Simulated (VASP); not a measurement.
Crystal: SrB3Pt.

```
Sr B Pt
1.0
     4.13885    0.00000    0.00000
     0.00000    4.13885    0.00000
     0.00000    0.00000    4.13885
Sr B Pt
1 3 1
Cartesian
  0.0000 0.0000 0.0000
  2.0694 0.0000 0.0000
  0.0000 2.0694 0.0000
  0.0000 0.0000 2.0694
  2.0694 2.0694 2.0694
```

```yaml
Program: VASP 6.6.1
Task: relaxation of cell and atoms
Functional: PBE
Potentials_or_basis: VASP PAW PBE potentials, release 64 (Sr_sv, B, Pt)
Cutoff: 600 eV
k_mesh: 4 × 4 × 4
Occupations: gaussian, width 0.1 eV
Spin: no spin polarisation
```

At the start: pressure 12.4 GPa; volume 14.18 Å³/atom.

Problem. How do energy, volume and symmetry change on relaxing?

Solution. Over 4 steps the energy falls by 173.3 meV/atom and the volume is 19.67 Å³/atom (+38.7 %); space group Pm-3m (No. 221, to 0.05 Å).

The path:
```tsv
step	energy change (eV)	largest force (eV/Å)	pressure (GPa)	volume (Å³)
1	0.0000	0.0000	12.42	70.90
2	-0.6342	0.0000	5.04	82.79
3	-0.8631	0.0000	-0.52	100.41
4	-0.8664	0.0000	0.01	98.35
```

Final structure:
```
Sr B Pt
1.0
     4.61591    0.00000    0.00000
     0.00000    4.61591    0.00000
     0.00000    0.00000    4.61591
Sr B Pt
1 3 1
Direct
  0.00000 0.00000 0.00000
  0.50000 0.00000 0.00000
  0.00000 0.50000 0.00000
  0.00000 0.00000 0.50000
  0.50000 0.50000 0.50000
```

Caveat: the k points lie up to 0.34 Å⁻¹ apart in the final cell; the volume moved by over 15 % at a fixed basis, so the end points are rough.
